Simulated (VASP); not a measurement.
Write the native input for VASP 6.6.1 that does the following.

* Task: single point
* Functional: PBEsol
* Potentials or basis: VASP PAW PBE potentials, release 64 (Ca_sv)
* Cutoff: 520 eV
* k mesh: 14 × 14 × 14
* Occupations: gaussian, width 0.15 eV
* Spin: no spin polarisation
* Dipole correction: no
* Further INCAR settings: ALGO = Fast; EDIFF = 1e-06; NBANDS = 11

The structure of Ca lies in POSCAR:

```
Ca
1.0
    0.0000000000      2.7942000000      2.7942000000
    2.9408955000      0.0000000000      2.7942000000
    2.9408955000      2.7942000000      0.0000000000
Ca
1
Direct
    0.0000000000      0.0000000000      0.0000000000
```

This cell differs from its parent crystal: strain +0.0525 x Voigt [1, 0, 0, 0, 0, 0].

These files were run (other wordings do the same):

INCAR

```
SYSTEM = Ca
ALGO = Fast
EDIFF = 1E-6
ENCUT = 520
GGA = PS
ISIF = 2
ISMEAR = 0
LASPH = .True.
LCHARG = .False.
LREAL = .False.
LWAVE = .False.
NBANDS = 11
NELM = 60
PREC = Accurate
SIGMA = 0.15
```

KPOINTS

```
k-points
0
Gamma
  14 14 14
  0 0 0
```

Potentials or basis: VASP PAW PBE potentials, release 64 (Ca_sv).

Command:

```sh
$ cat potpaw_PBE.64/Ca_sv/POTCAR > POTCAR
$ mpirun -np 1 vasp_std > vasp.out
```

It gave:

| Property | Result |
| --- | --- |
| Pressure | -1.8 GPa |
| Band gap on the k mesh | zero (bands 5 and 6 overlap by 0.44 eV) |

Caveat: the cell differs from its parent crystal (strain +0.0525 x Voigt [1, 0, 0, 0, 0, 0]); the PAW data sets were made with another functional, which shifts forces and pressure a little.

Run time: 55 s on 1 thread of Intel(R) Xeon(R) 6975P-C (Granite Rapids) (shared host), peak memory 0.25 GiB.
